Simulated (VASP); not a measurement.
# TaGaMo3 in VASP: a series of runs

TaGaMo3 is run at these levels: PBE; tasks: single point.

Everything below comes from runs of VASP 6.6.1. Logs are shortened: lines on timing, memory, paths and dates and some standing lists are left out, and cuts for length are marked.

## Step 1: The cell of the first run

The typed cell holds 5 atoms: a = 4.753 Å, b = 4.753 Å, c = 4.754 Å, α = 90.00°, β = 90.00°, γ = 90.00°.

## Step 2: Single point, PBE

The input, INCAR:

```
SYSTEM = TaGaMo3
PREC = Accurate
ENCUT = 520
EDIFF = 1E-6
ISMEAR = 0
SIGMA = 0.1
LREAL = .FALSE.
LASPH = .TRUE.
NELM = 100
ALGO = Normal
ISIF = 2
LWAVE = .FALSE.
LCHARG = .FALSE.
GGA = PE
NBANDS = 41
```

The input, KPOINTS:

```
regular mesh
0
G
  4 4 4
  0 0 0
```

The input, POSCAR:

```
TaGaMo3
1.0
    4.7532743334      0.0000000000      0.0000000000
    0.0000000000      4.7532743334      0.0000000000
    0.0000000000      0.0000000000      4.7540186333
Ta Ga Mo
1 1 3
Direct
    0.0000000000      0.0000000000      0.0000000000
    0.5000000000      0.5000000000      0.5000000000
    0.0000000000      0.0000000000      0.5000000000
    0.0000000000      0.5000000000      0.0000000000
    0.5000000000      0.0000000000      0.0000000000
```

Potentials or basis: VASP PAW PBE potentials, release 64 (Ta_pv, Ga_d, Mo_sv).

Launch:

```
$ cat potpaw_PBE.64/Ta_pv/POTCAR potpaw_PBE.64/Ga_d/POTCAR potpaw_PBE.64/Mo_sv/POTCAR > POTCAR
$ mpirun -np 1 vasp_std > vasp.out
```

OUTCAR:

```text
SYSTEM = TaGaMo3
   PREC = Accurate
   ENCUT = 520
   EDIFF = 1E-6
   ISMEAR = 0
   LREAL = .FALSE.
   LASPH = .TRUE.
   NELM = 100
   ISIF = 2
   GGA = PE

 ion  position               nearest neighbor table
   1  0.000  0.000  0.000-   4 2.38   5 2.38   4 2.38   5 2.38   3 2.38   3 2.38
   2  0.500  0.500  0.500-
   3  0.000  0.000  0.500-   1 2.38   1 2.38   5 3.36   4 3.36   4 3.36   5 3.36   4 3.36   4 3.36
                             5 3.36   5 3.36
   4  0.000  0.500  0.000-   1 2.38   1 2.38   5 3.36   5 3.36   5 3.36   5 3.36   3 3.36   3 3.36
                             3 3.36   3 3.36
   5  0.500  0.000  0.000-   1 2.38   1 2.38   4 3.36   4 3.36   4 3.36   4 3.36   3 3.36   3 3.36
                             3 3.36   3 3.36

  LATTYP: Found a simple tetragonal cell.
 ALAT       =     4.7532743334
 C/A-ratio  =     1.0001565868

  Lattice vectors:

 A1 = (   4.7532743334,   0.0000000000,   0.0000000000)
 A2 = (   0.0000000000,   4.7532743334,   0.0000000000)
 A3 = (   0.0000000000,   0.0000000000,   4.7540186333)

Analysis of symmetry for initial positions (statically):
=====================================================================
 Subroutine PRICEL returns:
 Original cell was already a primitive cell.

 Routine SETGRP: Setting up the symmetry group for a
 simple tetragonal supercell.

 Subroutine GETGRP returns: Found 16 space group operations
 (whereof 16 operations were pure point group operations)
 out of a pool of 16 trial point group operations.

The static configuration has the point symmetry D_4h.

Analysis of symmetry for dynamics (positions and initial velocities):
=====================================================================
 Subroutine PRICEL returns:
 Original cell was already a primitive cell.

 Routine SETGRP: Setting up the symmetry group for a
 simple tetragonal supercell.

 Subroutine GETGRP returns: Found 16 space group operations
 (whereof 16 operations were pure point group operations)
 out of a pool of 16 trial point group operations.

The dynamic configuration has the point symmetry D_4h.

 Subroutine INISYM returns: Found 16 space group operations
 (whereof 16 operations are pure point group operations),
 and found     1 'primitive' translations

----------------------------------------------------------------------------------------

                                     Primitive cell

  volume of cell :     107.4105

  direct lattice vectors                    reciprocal lattice vectors
     4.753274333  0.000000000  0.000000000     0.210381293  0.000000000  0.000000000
     0.000000000  4.753274333  0.000000000     0.000000000  0.210381293  0.000000000
     0.000000000  0.000000000  4.754018633     0.000000000  0.000000000  0.210348355

  length of vectors
     4.753274333  4.753274333  4.754018633     0.210381293  0.210381293  0.210348355

  position of ions in fractional coordinates (direct lattice)
     0.000000000  0.000000000  0.000000000
     0.500000000  0.500000000  0.500000000
     0.000000000  0.000000000  0.500000000
     0.000000000  0.500000000  0.000000000
     0.500000000  0.000000000  0.000000000

  ion indices of the primitive-cell ions
   primitive index   ion index
                 1           1
                 2           2
                 3           3
                 4           4
                 5           5

----------------------------------------------------------------------------------------

 KPOINTS: regular mesh

Automatic generation of k-mesh.
 Grid dimensions read from file:
 generate k-points for:    4    4    4

 Generating k-lattice:

  Cartesian coordinates                     Fractional coordinates (reciprocal lattice)
     0.052595323  0.000000000  0.000000000     0.250000000  0.000000000  0.000000000
     0.000000000  0.052595323  0.000000000     0.000000000  0.250000000  0.000000000
     0.000000000  0.000000000  0.052587089     0.000000000  0.000000000  0.250000000

  Length of vectors
     0.052595323  0.052595323  0.052587089

  Shift w.r.t. Gamma in fractional coordinates (k-lattice)
     0.000000000  0.000000000  0.000000000

 Subroutine IBZKPT returns following result:
 ===========================================

 Found     18 irreducible k-points:

 Following reciprocal coordinates:
            Coordinates               Weight
  0.000000  0.000000  0.000000      1.000000
  0.250000  0.000000  0.000000      4.000000
  0.500000  0.000000  0.000000      2.000000
  0.250000  0.250000  0.000000      4.000000
  0.500000  0.250000  0.000000      4.000000
  0.500000  0.500000  0.000000      1.000000
[... 10 lines left out ...]
  0.500000  0.250000  0.500000      4.000000
  0.500000  0.500000  0.500000      1.000000
   k-points           NKPTS =     18   k-points in BZ     NKDIM =     18   number of bands    NBANDS=     41
   number of dos      NEDOS =    301   number of ions     NIONS =      5
   total plane-waves  NPLWV =  46656
   dimension x,y,z NGX =    36 NGY =   36 NGZ =   36
   dimension x,y,z NGXF=    72 NGYF=   72 NGZF=   72
   ions per type =               1   1   3
   NGX,Y,Z   is equivalent  to a cutoff of  12.59, 12.59, 12.59 a.u.
   NGXF,Y,Z  is equivalent  to a cutoff of  25.18, 25.18, 25.18 a.u.
 SYSTEM =  TaGaMo3
   PREC   = accura    normal or accurate (medium, high low for compatibility)
   ISTART =      0    job   : 0-new  1-cont  2-samecut
   ICHARG =      2    charge: 1-file 2-atom 10-const
   ISPIN  =      1    spin polarized calculation?
   LNONCOLLINEAR =      F non collinear calculations
   LSORBIT =      F    spin-orbit coupling
   LASPH  =      T    aspherical Exc in radial PAW
   ENCUT  =  520.0 eV  38.22 Ry    6.18 a.u.   8.84  8.84  8.84*2*pi/ulx,y,z
   NELM   =    100;   NELMIN=  2; NELMDL= -5     # of ELM steps
   EDIFF  = 0.1E-05   stopping-criterion for ELM
   LREAL  =      F    real-space projection
   EDIFFG = 0.1E-04   stopping-criterion for IOM
   NSW    =      0    number of steps for IOM
   IBRION =     -1    ionic relax: 0-MD 1-quasi-New 2-CG
   NFREE  =      0    steps in history (QN), initial steepest desc. (CG)
   ISIF   =      2    stress and relaxation
   ISYM   =      2    0-nonsym 1-usesym 2-fastsym
   POTIM  = 0.5000    time-step for ionic-motion
   TEBEG  =    0.0;   TEEND  =   0.0 temperature during run
   PSTRESS=    0.0 pullay stress
   NELECT =      66.0000    total number of electrons
   NUPDOWN=      -1.0000    fix difference up-down
   EMIN   =  10.00;   EMAX   =-10.00  energy-range for DOS
   EFERMI =   0.00;   METHOD = LEGACY
   ISMEAR =     0;   SIGMA  =   0.10  broadening in eV -4-tet -1-fermi 0-gaus
   EFERMI_NEDOS =   21; number of points for ismear=-14 and -15
   IALGO  =     38    algorithm
   IMIX   =      4    mixing-type and parameters
     AMIX     =   0.40;   BMIX     =  1.00
     AMIX_MAG =   1.60;   BMIX_MAG =  1.00
  volume/ion in A,a.u.               =      21.48       144.97
  Fermi-wavevector in a.u.,A,eV,Ry     =   1.391791  2.630103 26.355592  1.937081
  Thomas-Fermi vector in A             =   2.515596
   LORBIT       =      0    0 simple, 1 ext, 2 COOP (PROOUT), +10 PAW based schemes
   GGA     = PE    functional components
   LHFCALC =     F    Hartree Fock is set to
   AEXX    =    0.0000 exact exchange contribution
   IVDW    =     0    specifies the selected vdW correction
   LEPSILON=     F    determine dielectric tensor
   LRPA    =     F    only Hartree local field effects (RPA)
 non-spin polarized calculation
 Gauss-broadening in eV      SIGMA  =   0.10
  energy-cutoff  :      520.00
  volume of cell :      107.41
 maximum number of plane-waves:      2945
 NGX is ok and might be reduce to    36
   NGX = 17   NGY = 17   NGZ = 17

 number of electron      66.0000005 magnetization

 Free energy of the ion-electron system (eV)
  ---------------------------------------------------
  ext. energy  EPLUGINS =         0.00000000
  ---------------------------------------------------
  free energy    TOTEN  =       -38.23441516 eV

  energy without entropy =      -38.19414345  energy(sigma->0) =      -38.21427931

 E-fermi :   6.5103     XC(G=0): -11.1823

 val. band max:        6.4911034952   @ k =   0.2500   0.2500   0.2500
 cond. band min:       6.5420689050   @ k =   0.2500   0.2500   0.5000
 fundamental gap:      0.0509654098
 Fermi energy:         6.5103420069

 k-point     1 :       0.0000    0.0000    0.0000
  band No.  band energies     occupation
      1     -54.5054      2.00000
      2     -54.4875      2.00000
      3     -54.4872      2.00000
      4     -29.8024      2.00000
      5     -29.8024      2.00000
      6     -29.7999      2.00000
[... 33 lines left out ...]
     40       8.1285      0.00000
     41      10.6417      0.00000

 k-point     2 :       0.2500    0.0000    0.0000
  band No.  band energies     occupation
      1     -54.5042      2.00000
      2     -54.4919      2.00000
      3     -54.4872      2.00000
      4     -29.7934      2.00000
      5     -29.7910      2.00000
      6     -29.4368      2.00000
[... 33 lines left out ...]
     40       8.7352      0.00000
     41      10.5187      0.00000

 k-point     3 :       0.5000    0.0000    0.0000
  band No.  band energies     occupation
      1     -54.5001      2.00000
      2     -54.4993      2.00000
      3     -54.4872      2.00000
      4     -29.7843      2.00000
      5     -29.7819      2.00000
      6     -28.7966      2.00000
[... 33 lines left out ...]
     40      10.2110      0.00000
     41      10.2473      0.00000

 k-point     4 :       0.2500    0.2500    0.0000
  band No.  band energies     occupation
      1     -54.5033      2.00000
      2     -54.4938      2.00000
      3     -54.4895      2.00000
      4     -29.7820      2.00000
      5     -29.4405      2.00000
      6     -29.4134      2.00000
[... 561 lines left out ...]
     40       8.8279      0.00000
     41       9.0896      0.00000

 k-point    17 :       0.5000    0.2500    0.5000
  band No.  band energies     occupation
      1     -54.5001      2.00000
      2     -54.4996      2.00000
      3     -54.4968      2.00000
      4     -29.3986      2.00000
      5     -28.8336      2.00000
      6     -28.7561      2.00000
[... 33 lines left out ...]
     40       8.2043      0.00000
     41       8.5282      0.00000

 k-point    18 :       0.5000    0.5000    0.5000
  band No.  band energies     occupation
      1     -54.5000      2.00000
      2     -54.5000      2.00000
      3     -54.4995      2.00000
      4     -28.8749      2.00000
      5     -28.7566      2.00000
      6     -28.7558      2.00000
[... 33 lines left out ...]
     40       7.8919      0.00000
     41       8.2687      0.00000

------------------------ aborting loop because EDIFF is reached ----------------------------------------

  FORCE on cell =-STRESS in cart. coord.  units (eV):
  Direction    XX          YY          ZZ          XY          YZ          ZX
  --------------------------------------------------------------------------------------
  -------------------------------------------------------------------------------------
  Total        0.3838665      0.3838665      0.3596266      0.0000000     -0.0000000      0.0000000
  in kB        5.7259054      5.7259054      5.3643335      0.0000000     -0.0000000      0.0000000
  external PRESSURE =       5.6053815 kB  Pullay stress =       0.0000000 kB

 VOLUME and BASIS-vectors are now :
 -----------------------------------------------------------------------------
  energy-cutoff  :      520.00
  volume of cell :      107.41
      direct lattice vectors                 reciprocal lattice vectors
     4.753274333  0.000000000  0.000000000     0.210381293  0.000000000  0.000000000
     0.000000000  4.753274333  0.000000000     0.000000000  0.210381293  0.000000000
     0.000000000  0.000000000  4.754018633     0.000000000  0.000000000  0.210348355

 POSITION                                       TOTAL-FORCE (eV/Angst)
 -----------------------------------------------------------------------------------
      0.00000      0.00000      0.00000         0.000000      0.000000      0.000000
      2.37664      2.37664      2.37701         0.000000      0.000000      0.000000
      0.00000      0.00000      2.37701         0.000000      0.000000      0.000000
      0.00000      2.37664      0.00000         0.000000      0.000000      0.000000
      2.37664      0.00000      0.00000         0.000000      0.000000      0.000000
 -----------------------------------------------------------------------------------
    total drift:                                0.000000      0.000000     -0.000000

  FREE ENERGIE OF THE ION-ELECTRON SYSTEM (eV)
  ---------------------------------------------------
  free  energy   TOTEN  =       -38.2344151621 eV

  energy  without entropy=      -38.1941434549  energy(sigma->0) =      -38.21427931
```

Wall time 49 s (1 thread of Intel Xeon Platinum 8488C (Sapphire Rapids), shared host); peak memory 0.24 GiB.

What came out:

```yaml
Free_energy: -38.2344 eV
Pressure: 0.6 GPa
Band_gap_on_the_k_mesh: zero (band 33 reaches 6.82 eV, above the bottom of band 34 at 6.26 eV)
```

Caveat: spin-orbit coupling is left out, which moves the levels of the heavy elements.

## Step 3: Single point, PBE

This run uses another cell than the first one, of 21.55 Å³/atom, 1.003 times its volume.

The input, INCAR:

```
ALGO = Fast
EDIFF = 1E-6
ENCUT = 520
GGA = PE
ISIF = 2
ISMEAR = 0
LASPH = T
LCHARG = F
LREAL = F
LWAVE = F
NBANDS = 41
NELM = 100
PREC = Accurate
SIGMA = 0.1
```

The input, KPOINTS:

```
k-points
0
Gamma
  8 8 8
```

Edit POSCAR of step 2 so:

```diff
@@ -2,5 +2,5 @@
 1.0
-    4.7532743334      0.0000000000      0.0000000000
-    0.0000000000      4.7532743334      0.0000000000
-    0.0000000000      0.0000000000      4.7540186333
+    4.7588350078      0.0000000000      0.0000000000
+    0.0000000000      4.7588350078      0.0000000000
+    0.0000000000      0.0000000000      4.7588350078
 Ta Ga Mo
```

Potentials or basis: VASP PAW PBE potentials, release 64 (Ta_pv, Ga_d, Mo_sv).

Launch:

```
$ cat potpaw_PBE.64/Ta_pv/POTCAR potpaw_PBE.64/Ga_d/POTCAR potpaw_PBE.64/Mo_sv/POTCAR > POTCAR
$ mpirun -np 1 vasp_std > vasp.out
```

OUTCAR:

```text
EDIFF = 1E-6
   ENCUT = 520
   GGA = PE
   ISIF = 2
   ISMEAR = 0
   LASPH = T
   LREAL = F
   NELM = 100
   PREC = Accurate

 ion  position               nearest neighbor table
   1  0.000  0.000  0.000-   3 2.38   4 2.38   5 2.38   3 2.38   4 2.38   5 2.38
   2  0.500  0.500  0.500-
   3  0.000  0.000  0.500-   1 2.38   1 2.38   5 3.37   4 3.37   4 3.37   5 3.37   4 3.37   4 3.37
                             5 3.37   5 3.37
[... 1264 lines left out ...]
  Direction    XX          YY          ZZ          XY          YZ          ZX
  --------------------------------------------------------------------------------------
  -------------------------------------------------------------------------------------
  Total        0.3424317      0.3424317      0.3424317     -0.0000000      0.0000000      0.0000000
  in kB        5.0907599      5.0907599      5.0907599     -0.0000000      0.0000000      0.0000000
  external PRESSURE =       5.0907599 kB  Pullay stress =       0.0000000 kB

 VOLUME and BASIS-vectors are now :
 -----------------------------------------------------------------------------
  energy-cutoff  :      520.00
  volume of cell :      107.77
      direct lattice vectors                 reciprocal lattice vectors
     4.758835008  0.000000000  0.000000000     0.210135463  0.000000000  0.000000000
     0.000000000  4.758835008  0.000000000     0.000000000  0.210135463  0.000000000
     0.000000000  0.000000000  4.758835008     0.000000000  0.000000000  0.210135463

 POSITION                                       TOTAL-FORCE (eV/Angst)
 -----------------------------------------------------------------------------------
      0.00000      0.00000      0.00000         0.000000      0.000000      0.000000
      2.37942      2.37942      2.37942         0.000000      0.000000      0.000000
      0.00000      0.00000      2.37942         0.000000      0.000000      0.000000
      0.00000      2.37942      0.00000         0.000000      0.000000      0.000000
      2.37942      0.00000      0.00000         0.000000      0.000000      0.000000
 -----------------------------------------------------------------------------------
    total drift:                                0.000000      0.000000     -0.000000

  FREE ENERGIE OF THE ION-ELECTRON SYSTEM (eV)
  ---------------------------------------------------
  free  energy   TOTEN  =       -38.3881682044 eV

  energy  without entropy=      -38.3573456654  energy(sigma->0) =      -38.37275693
```

OSZICAR:

```text
N       E                     dE             d eps       ncg     rms          rms(c)
DAV:   1     0.874467698397E+03    0.87447E+03   -0.36773E+04  3159   0.203E+03
DAV:   2     0.311688837539E+02   -0.84330E+03   -0.81775E+03  3118   0.607E+02
DAV:   3    -0.382701627047E+02   -0.69439E+02   -0.65466E+02  3532   0.156E+02
[... 23 lines left out ...]
RMM:  27    -0.383881622781E+02   -0.32006E-05   -0.32281E-05  2184   0.497E-03    0.125E-03
RMM:  28    -0.383881645199E+02   -0.22418E-05   -0.22306E-05  2083   0.410E-03    0.172E-03
RMM:  29    -0.383881661875E+02   -0.16677E-05   -0.16668E-05  1932   0.333E-03    0.194E-03
RMM:  30    -0.383881673208E+02   -0.11332E-05   -0.11467E-05  1626   0.283E-03    0.207E-03
RMM:  31    -0.383881682044E+02   -0.88367E-06   -0.87956E-06  1345   0.240E-03
   1 F= -.38388168E+02 E0= -.38372757E+02  d E =-.308225E-01
```

Wall time 3.5 min (1 thread of Intel Xeon Platinum 8488C (Sapphire Rapids), shared host); peak memory 0.3 GiB.

Results:

```yaml
Free_energy: -38.3882 eV
Pressure: 0.5 GPa
Band_gap_on_the_k_mesh: zero (band 33 reaches 6.78 eV, above the bottom of band 34 at 6.21 eV)
```

Caveat: spin-orbit coupling is left out, which moves the levels of the heavy elements.
